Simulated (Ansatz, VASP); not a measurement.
## One calculation of SnSe, two programs

The input INCAR:

```
PREC = Accurate
ENCUT = 520
EDIFF = 1E-8
ISMEAR = -1
SIGMA = 0.05
LREAL = F
LASPH = T
NELM = 60
ALGO = Normal
ISIF = 2
LWAVE = F
LCHARG = F
GGA = PS
LEFG = T
NBANDS = 17
```

Contents of KPOINTS:

```
regular mesh
0
Gamma
  11 11 11
```

The input POSCAR:

```
SnSe
1.0
    0.0000000000      2.9495018222      2.9495018222
    2.9495018222      0.0000000000      2.9495018222
    2.9495018222      2.9495018222      0.0000000000
Sn Se
1 1
Direct
    0.0000000000      0.0000000000      0.0000000000
    0.5000000000      0.5000000000      0.5000000000
```

Input for Ansatz:

```yaml
crystal:
  lattice:
    - [0.0, 2.9495018222, 2.9495018222]
    - [2.9495018222, 0.0, 2.9495018222]
    - [2.9495018222, 2.9495018222, 0.0]
  atoms:
    - { symbol: Sn, position: [0.0, 0.0, 0.0] }
    - { symbol: Se, position: [0.5, 0.5, 0.5] }
kpoints:
  mp_grid: { grid: [11, 11, 11] }
scf:
  occupations: { method: fermi_dirac, width: 0.05 }
hamiltonian:
  xc: pbesol
  pseudopotentials: { kind: paw }
output:
  forces: true
  stress: true
  eigenvalues: true
  efg: { contact_densities: true }
```

Change from the starting cell: volume scaled by 0.9405, PAW files.

Alike in both runs: task electric field gradients; functional PBEsol; k mesh 11 × 11 × 11; occupations fermi-dirac, width 0.05 eV; no spin polarisation.

```csv
,VASP,Ansatz
version,VASP 6.6.1,Ansatz 0.2.0
potentials or method,"VASP PAW PBE potentials, release 64 (Sn_d, Se)","PAW with Ansatz's default frozen-core files, scalar-relativistic"
plane-wave cutoff (eV),520,420
valence electrons in the cell,20,30
```

Ansatz gave:

```
pressure (GPa) : 1.5
```

**Question.** Estimate VASP's values.

**Answer.** Pressure (GPa): 1.6.

VASP's potentials were made for PBE, not for PBEsol. The functional is the same, so the differences come from potentials, cutoffs and numerics. VASP's potentials hold 20 valence electrons a cell and Ansatz's 30, so a difference there can come from the potentials and not from the codes.
